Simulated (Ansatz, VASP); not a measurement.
**Sn in VASP and in Ansatz**

The input INCAR:

```
ALGO = Normal
EDIFF = 1E-7
ENCUT = 520
GGA = RE
ISIF = 2
ISMEAR = -1
LASPH = T
LCHARG = T
LELF = T
LREAL = F
LVHAR = T
LWAVE = F
NBANDS = 21
NELM = 80
PREC = Accurate
SIGMA = 0.1
```

File KPOINTS:

```
k-points
0
Gamma
  12 12 7
```

POSCAR

```
Sn
1.0
    3.3553980994      0.0000000000      0.0000000000
   -1.6776990497      2.9058599939      0.0000000000
    0.0000000000      0.0000000000      5.5765912604
Sn
2
Direct
    0.3333333333      0.6666666667      0.2500000000
    0.6666666667      0.3333333333      0.7500000000
```

Input for Ansatz:

```yaml
crystal:
  lattice:
    - [3.3553980994, 0.0, 0.0]
    - [-1.6776990497, 2.9058599939, 0.0]
    - [0.0, 0.0, 5.5765912604]
  atoms:
    - { symbol: Sn, position: [0.3333333333, 0.6666666667, 0.25] }
    - { symbol: Sn, position: [0.6666666667, 0.3333333333, 0.75] }
hamiltonian:
  xc: revpbe
  pseudopotentials:
    kind: paw
    azcp:
      Sn: "pseudopotentials/Sn.paw.azcp"
basis:
  ecutwfc: 420
  fft_grid_basis: typed
kpoints:
  mp_grid: { grid: [12, 12, 7], shift: [0, 0, 0] }
magnetization:
  spin_polarized: false
scf:
  occupations: { method: fermi_dirac, width: 0.1 }
  lower_state_search: "off"
output:
  stress: true
```

Alike in both runs: task single point; functional revPBE; k mesh 12 × 12 × 7; occupations fermi-dirac, width 0.1 eV; no spin polarisation.

|  | VASP | Ansatz |
| --- | --- | --- |
| version | VASP 6.6.1 | Ansatz 0.2.0 |
| potentials or method | VASP PAW PBE potentials, release 64 (Sn_d), cutoff 520 eV | plane waves (420 eV) with PAW, scalar-relativistic |
| valence electrons in the cell | 28 | 28 |

```csv
,VASP,Ansatz,Ansatz less VASP
pressure (GPa),2.0,2.0,+0.05
"traceless stress, the component that is largest in VASP (GPa)",-0.90,-0.90,+0.001
```

VASP's potentials were made for PBE, not for revPBE. The functional is the same, so the differences come from potentials, cutoffs and numerics.
